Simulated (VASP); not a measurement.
Wanted: the native input for a VASP 6.6.1 run.

- Task: single point
- Functional: PBEsol
- Potentials or basis: VASP PAW PBE potentials, release 64 (Mn_pv, S)
- Cutoff: 520 eV
- k mesh: 8 × 8 × 4
- Occupations: fermi-dirac, width 0.05 eV
- Spin: collinear spin, ferromagnetic start
- Starting moments: [4.0, 4.0, 0.0, 0.0] μB
- Dipole correction: no
- Further INCAR settings: ALGO = Normal; EDIFF = 1e-07; NBANDS = 31

The structure of MnS lies in POSCAR:

```
MnS
1.0
    3.9535769233      0.0000000000      0.0000000000
   -1.9767884617      3.4238980514      0.0000000000
    0.0000000000      0.0000000000      6.3425288600
Mn S
2 2
Direct
    0.6666666667      0.3333333333      0.4988446700
    0.3333333333      0.6666666667      0.9988446700
    0.3333333333      0.6666666667      0.6261543000
    0.6666666667      0.3333333333      0.1261543000
```

These files were run (other wordings do the same):

INCAR

```
ALGO = Normal ; EDIFF = 1E-7
ENCUT = 520 ; GGA = PS
ISIF = 2 ; ISMEAR = -1
ISPIN = 2 ; LASPH = True
LCHARG = False ; LMAXMIX = 4
LORBIT = 11 ; LREAL = False
LWAVE = False ; MAGMOM = 4 4 0 0
NBANDS = 31 ; NELM = 150
PREC = Accurate ; SIGMA = 0.05
```

KPOINTS

```
k-points
0
Gamma
  8 8 4
```

Potentials or basis: VASP PAW PBE potentials, release 64 (Mn_pv, S).

The run is started by

```console
$ cat potpaw_PBE.64/Mn_pv/POTCAR potpaw_PBE.64/S/POTCAR > POTCAR
$ mpirun -np 1 vasp_std > vasp.out
```

It gave:

- Pressure: -0.4 GPa
- Largest force: 0.274 eV/Å
- Net moment: 9.82 μB per cell
- Site moments: Mn +4.30; S +0.09 μB
- Valence electrons inside the program's atomic spheres: Mn 11.40; S 3.74

Caveat: the PAW data sets were made with another functional, which shifts forces and pressure a little; the run started ferromagnetic, and an antiferromagnetic order may lie lower in energy.

Wall time 78 s on 1 thread of Intel(R) Xeon(R) 6975P-C (Granite Rapids), on a shared host, peak memory 0.29 GiB.
